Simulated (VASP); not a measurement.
# Dy2H (I-4m2) in VASP: single point with PBE

Aim: the single point of Dy2H with PBE.

Everything below comes from runs of VASP 6.6.1. Logs are shortened: lines on timing, memory, paths and dates and some standing lists are left out, and cuts for length are marked.

## Step 1: The cell of the first run

Symmetry: I-4m2, No. 119, tetragonal system. The conventional cell has a = 6.170 Å, b = 6.170 Å, c = 3.941 Å, α = 90.00°, β = 90.00°, γ = 90.00°. Dy (site symmetry -4m2) has 2 H at 1.97 Å within 2.6 Å. Dy (site symmetry -4m2) has 10 Dy at 3.24 to 4.27 Å and 8 H at 3.24 to 4.27 Å within 4.3 Å. Within 2.6 Å of H (site symmetry -4m2) lie 2 Dy at 1.97 Å.

The cell was generated, and may not be a known phase.

## Step 2: Single point, PBE

Input file INCAR:

```
ALGO = Normal ; EDIFF = 1E-6
ENCUT = 500 ; GGA = PE
GGA_COMPAT = F ; ISIF = 2
ISMEAR = 0 ; LASPH = T
LCHARG = T ; LELF = T
LMAXMIX = 6 ; LREAL = F
LVHAR = T ; LWAVE = F
NBANDS = 16 ; NELM = 200
PREC = Accurate ; SIGMA = 0.2
```

Input file KPOINTS:

```
k-points
0
Gamma
  6 6 6
```

Input file POSCAR:

```
Dy2H
1.0
   -3.0850351526      3.0850351526      1.9705672247
    3.0850351526     -3.0850351526      1.9705672247
    3.0850351526      3.0850351526     -1.9705672247
Dy H
2 1
Direct
    0.7500000000      0.2500000000      0.5000000000
    0.0000000000      0.0000000000      0.0000000000
    0.2500000000      0.7500000000      0.5000000000
```

Potentials or basis: VASP PAW PBE potentials, release 64 (Dy_3, H), 4f in core.

Command:

```bash
cat potpaw_PBE.64/Dy_3/POTCAR potpaw_PBE.64/H/POTCAR > POTCAR
mpirun -np 1 vasp_std > vasp.out
```

OUTCAR:

```text
EDIFF = 1E-6
   ENCUT = 500
   GGA = PE
   ISIF = 2
   ISMEAR = 0
   LASPH = T
   LREAL = F
   NELM = 200
   PREC = Accurate

 ion  position               nearest neighbor table
   1  0.750  0.250  0.500-   3 1.97   3 1.97   2 3.24   2 3.24   2 3.24   2 3.24
   2  0.000  0.000  0.000-   1 3.24   1 3.24   1 3.24   1 3.24
   3  0.250  0.750  0.500-   1 1.97   1 1.97

  LATTYP: Found a body centered tetragonal cell.
 ALAT       =     6.1700703052
 C/A-ratio  =     0.6387503309

  Lattice vectors:

 A1 = (  -3.0850351526,   3.0850351526,   1.9705672247)
 A2 = (   3.0850351526,  -3.0850351526,   1.9705672247)
 A3 = (   3.0850351526,   3.0850351526,  -1.9705672247)

Analysis of symmetry for initial positions (statically):
=====================================================================
 Subroutine PRICEL returns:
 Original cell was already a primitive cell.

 Routine SETGRP: Setting up the symmetry group for a
 body centered tetragonal supercell.

 Subroutine GETGRP returns: Found  8 space group operations
 (whereof  8 operations were pure point group operations)
 out of a pool of 16 trial point group operations.

The static configuration has the point symmetry D_2d.

Analysis of symmetry for dynamics (positions and initial velocities):
=====================================================================
 Subroutine PRICEL returns:
 Original cell was already a primitive cell.

 Routine SETGRP: Setting up the symmetry group for a
 body centered tetragonal supercell.

 Subroutine GETGRP returns: Found  8 space group operations
 (whereof  8 operations were pure point group operations)
 out of a pool of 16 trial point group operations.

The dynamic configuration has the point symmetry D_2d.

 Subroutine INISYM returns: Found  8 space group operations
 (whereof  8 operations are pure point group operations),
 and found     1 'primitive' translations

----------------------------------------------------------------------------------------

                                     Primitive cell

  volume of cell :      75.0190

  direct lattice vectors                    reciprocal lattice vectors
    -3.085035153  3.085035153  1.970567225     0.000000000  0.162072708  0.253734049
     3.085035153 -3.085035153  1.970567225     0.162072708  0.000000000  0.253734049
     3.085035153  3.085035153 -1.970567225     0.162072708  0.162072708  0.000000000

  length of vectors
     4.787276780  4.787276780  4.787276780     0.301078943  0.301078943  0.229205421

  position of ions in fractional coordinates (direct lattice)
     0.750000000  0.250000000  0.500000000
     0.000000000  0.000000000  0.000000000
     0.250000000  0.750000000  0.500000000

  ion indices of the primitive-cell ions
   primitive index   ion index
                 1           1
                 2           2
                 3           3

----------------------------------------------------------------------------------------

 KPOINTS: k-points

Automatic generation of k-mesh.
 Grid dimensions read from file:
 generate k-points for:    6    6    6

 Generating k-lattice:

  Cartesian coordinates                     Fractional coordinates (reciprocal lattice)
     0.000000000  0.027012118  0.042289008     0.166666667 -0.000000000  0.000000000
     0.027012118  0.000000000  0.042289008    -0.000000000  0.166666667  0.000000000
     0.027012118  0.027012118  0.000000000     0.000000000  0.000000000  0.166666667

  Length of vectors
     0.050179824  0.050179824  0.038200904

  Shift w.r.t. Gamma in fractional coordinates (k-lattice)
     0.000000000  0.000000000  0.000000000

 Subroutine IBZKPT returns following result:
 ===========================================

 Found     30 irreducible k-points:

 Following reciprocal coordinates:
            Coordinates               Weight
  0.000000  0.000000  0.000000      1.000000
  0.166667  0.000000 -0.000000      8.000000
  0.333333  0.000000 -0.000000      8.000000
  0.500000  0.000000  0.000000      4.000000
  0.166667  0.166667 -0.000000      8.000000
  0.333333  0.166667 -0.000000     16.000000
[... 16 lines left out ...]
 -0.333333 -0.333333  0.166667      8.000000
 -0.166667 -0.333333  0.166667      8.000000
 [... further k-points ...]
   k-points           NKPTS =     30   k-points in BZ     NKDIM =     30   number of bands    NBANDS=     16
   number of dos      NEDOS =    301   number of ions     NIONS =      3
   total plane-waves  NPLWV =  46656
   dimension x,y,z NGX =    36 NGY =   36 NGZ =   36
   dimension x,y,z NGXF=    72 NGYF=   72 NGZF=   72
   ions per type =               2   1
   NGX,Y,Z   is equivalent  to a cutoff of  12.50, 12.50, 12.50 a.u.
   NGXF,Y,Z  is equivalent  to a cutoff of  25.00, 25.00, 25.00 a.u.
 SYSTEM =  unknown system
   PREC   = accura    normal or accurate (medium, high low for compatibility)
   ISTART =      0    job   : 0-new  1-cont  2-samecut
   ICHARG =      2    charge: 1-file 2-atom 10-const
   ISPIN  =      1    spin polarized calculation?
   LNONCOLLINEAR =      F non collinear calculations
   LSORBIT =      F    spin-orbit coupling
   LASPH  =      T    aspherical Exc in radial PAW
   ENCUT  =  500.0 eV  36.75 Ry    6.06 a.u.   8.73  8.73  8.73*2*pi/ulx,y,z
   NELM   =    200;   NELMIN=  2; NELMDL= -5     # of ELM steps
   EDIFF  = 0.1E-05   stopping-criterion for ELM
   LREAL  =      F    real-space projection
   EDIFFG = 0.1E-04   stopping-criterion for IOM
   NSW    =      0    number of steps for IOM
   IBRION =     -1    ionic relax: 0-MD 1-quasi-New 2-CG
   NFREE  =      0    steps in history (QN), initial steepest desc. (CG)
   ISIF   =      2    stress and relaxation
   ISYM   =      2    0-nonsym 1-usesym 2-fastsym
   POTIM  = 0.5000    time-step for ionic-motion
   TEBEG  =    0.0;   TEEND  =   0.0 temperature during run
   PSTRESS=    0.0 pullay stress
   NELECT =      19.0000    total number of electrons
   NUPDOWN=      -1.0000    fix difference up-down
   EMIN   =  10.00;   EMAX   =-10.00  energy-range for DOS
   EFERMI =   0.00;   METHOD = LEGACY
   ISMEAR =     0;   SIGMA  =   0.20  broadening in eV -4-tet -1-fermi 0-gaus
   EFERMI_NEDOS =   21; number of points for ismear=-14 and -15
   IALGO  =     38    algorithm
   IMIX   =      4    mixing-type and parameters
     AMIX     =   0.40;   BMIX     =  1.00
     AMIX_MAG =   1.60;   BMIX_MAG =  1.00
  volume/ion in A,a.u.               =      25.01       168.75
  Fermi-wavevector in a.u.,A,eV,Ry     =   1.035783  1.957346 14.596968  1.072847
  Thomas-Fermi vector in A             =   2.170143
   LORBIT       =      0    0 simple, 1 ext, 2 COOP (PROOUT), +10 PAW based schemes
   GGA     = PE    functional components
   LHFCALC =     F    Hartree Fock is set to
   AEXX    =    0.0000 exact exchange contribution
   IVDW    =     0    specifies the selected vdW correction
   LEPSILON=     F    determine dielectric tensor
   LRPA    =     F    only Hartree local field effects (RPA)
 non-spin polarized calculation
 Gauss-broadening in eV      SIGMA  =   0.20
  energy-cutoff  :      500.00
  volume of cell :       75.02
 maximum number of plane-waves:      1921
   NGX = 17   NGY = 17   NGZ = 17

 number of electron      18.9999998 magnetization

 Free energy of the ion-electron system (eV)
  ---------------------------------------------------
  ext. energy  EPLUGINS =         0.00000000
  ---------------------------------------------------
  free energy    TOTEN  =       -11.24876613 eV

  energy without entropy =      -11.16831574  energy(sigma->0) =      -11.20854093

 E-fermi :   2.3755     XC(G=0):  -9.2910

 val. band max:        2.3624003115   @ k =  -0.3333   0.3333   0.3333
 cond. band min:       2.3798605445   @ k =   0.1667   0.1667  -0.0000
 fundamental gap:      0.0174602330
 Fermi energy:         2.3755333725

 k-point     1 :       0.0000    0.0000    0.0000
  band No.  band energies     occupation
      1     -21.8283      2.00000
      2     -21.8283      2.00000
      3     -21.6232      2.00000
      4     -20.7887      2.00000
      5     -20.7887      2.00000
      6     -20.6212      2.00000
[... 8 lines left out ...]
     15       5.1285      0.00000
     16       7.0199      0.00000

 k-point     2 :       0.1667    0.0000   -0.0000
  band No.  band energies     occupation
      1     -21.8313      2.00000
      2     -21.8076      2.00000
      3     -21.6552      2.00000
      4     -20.8154      2.00000
      5     -20.7843      2.00000
      6     -20.6790      2.00000
[... 8 lines left out ...]
     15       5.3922      0.00000
     16       7.4536      0.00000

 k-point     3 :       0.3333    0.0000   -0.0000
  band No.  band energies     occupation
      1     -21.8372      2.00000
      2     -21.7758      2.00000
      3     -21.7182      2.00000
      4     -20.8619      2.00000
      5     -20.7864      2.00000
      6     -20.7757      2.00000
[... 8 lines left out ...]
     15       5.3838      0.00000
     16       6.6783      0.00000

 k-point     4 :       0.5000    0.0000    0.0000
  band No.  band energies     occupation
      1     -21.8401      2.00000
      2     -21.7739      2.00000
      3     -21.7412      2.00000
      4     -20.8727      2.00000
      5     -20.8439      2.00000
      6     -20.7714      2.00000
[... 8 lines left out ...]
     15       5.6925      0.00000
     16       6.4282      0.00000

 k-point     5 :       0.1667    0.1667   -0.0000
  band No.  band energies     occupation
      1     -21.8196      2.00000
      2     -21.8083      2.00000
      3     -21.7133      2.00000
      4     -20.8322      2.00000
      5     -20.8048      2.00000
      6     -20.7692      2.00000
[... 8 lines left out ...]
     15       5.1872      0.00000
     16       7.1583      0.00000

 k-point     6 :       0.3333    0.1667   -0.0000
  band No.  band energies     occupation
      1     -21.8299      2.00000
      2     -21.7862      2.00000
      3     -21.7401      2.00000
      4     -20.8758      2.00000
      5     -20.8281      2.00000
      6     -20.7830      2.00000
[... 8 lines left out ...]
     15       5.9741      0.00000
     16       6.4450      0.00000

 k-point     7 :       0.5000    0.1667   -0.0000
  band No.  band energies     occupation
      1     -21.8298      2.00000
      2     -21.7554      2.00000
      3     -21.7280      2.00000
      4     -20.8795      2.00000
      5     -20.8122      2.00000
      6     -20.7657      2.00000
[... 8 lines left out ...]
     15       5.5668      0.00000
     16       6.3516      0.00000

 k-point     8 :      -0.3333    0.1667   -0.0000
  band No.  band energies     occupation
      1     -21.8220      2.00000
      2     -21.7681      2.00000
      3     -21.6661      2.00000
      4     -20.8688      2.00000
      5     -20.8065      2.00000
      6     -20.6671      2.00000
[... 8 lines left out ...]
     15       5.1707      0.00000
     16       6.7157      0.00000

 k-point     9 :      -0.1667    0.1667    0.0000
  band No.  band energies     occupation
      1     -21.8127      2.00000
      2     -21.8113      2.00000
      3     -21.6284      2.00000
      4     -20.8208      2.00000
      5     -20.8097      2.00000
      6     -20.6135      2.00000
[... 8 lines left out ...]
     15       5.4705      0.00000
     16       6.1184      0.00000
[... 172 lines left out ...]
 k-point    19 :      -0.1667    0.3333    0.1667
  band No.  band energies     occupation
      1     -21.8591      2.00000
      2     -21.7551      2.00000
      3     -21.6711      2.00000
      4     -20.8867      2.00000
      5     -20.7687      2.00000
      6     -20.6716      2.00000
[... 8 lines left out ...]
     15       5.6651      0.00000
     16       6.2967      0.00000

 k-point    20 :       0.5000    0.5000    0.1667
  band No.  band energies     occupation
      1     -21.8004      2.00000
      2     -21.7950      2.00000
      3     -21.6423      2.00000
      4     -20.8771      2.00000
      5     -20.8323      2.00000
      6     -20.6035      2.00000
[... 8 lines left out ...]
     15       5.9857      0.00000
     16       6.3888      0.00000

 k-point    21 :      -0.3333    0.5000    0.1667
  band No.  band energies     occupation
      1     -21.8522      2.00000
      2     -21.8026      2.00000
      3     -21.6648      2.00000
      4     -20.8511      2.00000
      5     -20.7882      2.00000
      6     -20.6670      2.00000
[... 8 lines left out ...]
     15       5.2172      0.00000
     16       5.9789      0.00000

 k-point    22 :      -0.1667    0.5000    0.1667
  band No.  band energies     occupation
      1     -21.8564      2.00000
      2     -21.7998      2.00000
      3     -21.7168      2.00000
      4     -20.8539      2.00000
      5     -20.7821      2.00000
      6     -20.7644      2.00000
[... 8 lines left out ...]
     15       5.3033      0.00000
     16       5.7621      0.00000

 k-point    23 :      -0.3333   -0.3333    0.1667
  band No.  band energies     occupation
      1     -21.8508      2.00000
      2     -21.8373      2.00000
      3     -21.7146      2.00000
      4     -20.8290      2.00000
      5     -20.7841      2.00000
      6     -20.7588      2.00000
[... 8 lines left out ...]
     15       5.0439      0.00000
     16       6.0716      0.00000

 k-point    24 :      -0.1667   -0.3333    0.1667
  band No.  band energies     occupation
      1     -21.8412      2.00000
      2     -21.8267      2.00000
      3     -21.7403      2.00000
      4     -20.8708      2.00000
      5     -20.7861      2.00000
      6     -20.7700      2.00000
[... 8 lines left out ...]
     15       5.5197      0.00000
     16       6.4999      0.00000

 [... further k-points ...]

------------------------ aborting loop because EDIFF is reached ----------------------------------------

  FORCE on cell =-STRESS in cart. coord.  units (eV):
  Direction    XX          YY          ZZ          XY          YZ          ZX
  --------------------------------------------------------------------------------------
  -------------------------------------------------------------------------------------
  Total        0.0327397      0.0327397      0.2195274      0.0000000      0.0000000      0.0000000
  in kB        0.6992192      0.6992192      4.6884343      0.0000000      0.0000000      0.0000000
  external PRESSURE =       2.0289576 kB  Pullay stress =       0.0000000 kB

 VOLUME and BASIS-vectors are now :
 -----------------------------------------------------------------------------
  energy-cutoff  :      500.00
  volume of cell :       75.02
      direct lattice vectors                 reciprocal lattice vectors
    -3.085035153  3.085035153  1.970567225     0.000000000  0.162072708  0.253734049
     3.085035153 -3.085035153  1.970567225     0.162072708  0.000000000  0.253734049
     3.085035153  3.085035153 -1.970567225     0.162072708  0.162072708  0.000000000

 POSITION                                       TOTAL-FORCE (eV/Angst)
 -----------------------------------------------------------------------------------
     -0.00000      3.08504      0.98528        -0.000000     -0.000000      0.000000
      0.00000      0.00000      0.00000         0.000000      0.000000     -0.000000
      3.08504     -0.00000      0.98528        -0.000000      0.000000      0.000000
 -----------------------------------------------------------------------------------
    total drift:                                0.000000     -0.000000     -0.000000

  FREE ENERGIE OF THE ION-ELECTRON SYSTEM (eV)
  ---------------------------------------------------
  free  energy   TOTEN  =       -11.2487661288 eV

  energy  without entropy=      -11.1683157359  energy(sigma->0) =      -11.20854093
```

Wall time 68 s (1 thread of Intel Xeon 8259CL, shared host); peak memory 0.21 GiB.

What came out:

| Quantity | Value |
| --- | --- |
| Free energy | -11.2488 eV |
| Pressure | 0.2 GPa |
| Band gap on the k mesh | zero (an odd number of electrons rules out a gap without spin polarisation) |

Stress tensor (GPa, compression positive):
```
0.07 0.00 0.00
0.00 0.07 0.00
0.00 0.00 0.47
```

Levels at points of the mesh, in eV from the Fermi level:
| k point | band 7 | band 8 | band 9 | band 10 | band 11 | band 12 |
| --- | --- | --- | --- | --- | --- | --- |
| (0.00, 0.00, 0.00) | -6.09 | -2.64 | -1.52 | 0.02 | 0.85 | 2.21 |
| (0.50, 0.00, 0.00) | -2.89 | -1.66 | -1.04 | 0.16 | 0.39 | 1.68 |
| (0.50, 0.50, 0.00) | -5.38 | -2.32 | -0.76 | 0.15 | 0.96 | 1.11 |
| (0.50, 0.50, 0.50) | -5.31 | -1.73 | 0.09 | 0.57 | 0.57 | 0.81 |

Caveat: spin-orbit coupling is left out, which moves the levels of the heavy elements; the 4f electrons are frozen in the core, so they carry no moment and show no levels. Spin polarisation is off, so any magnetic state and its effect on volume and gap are missing.
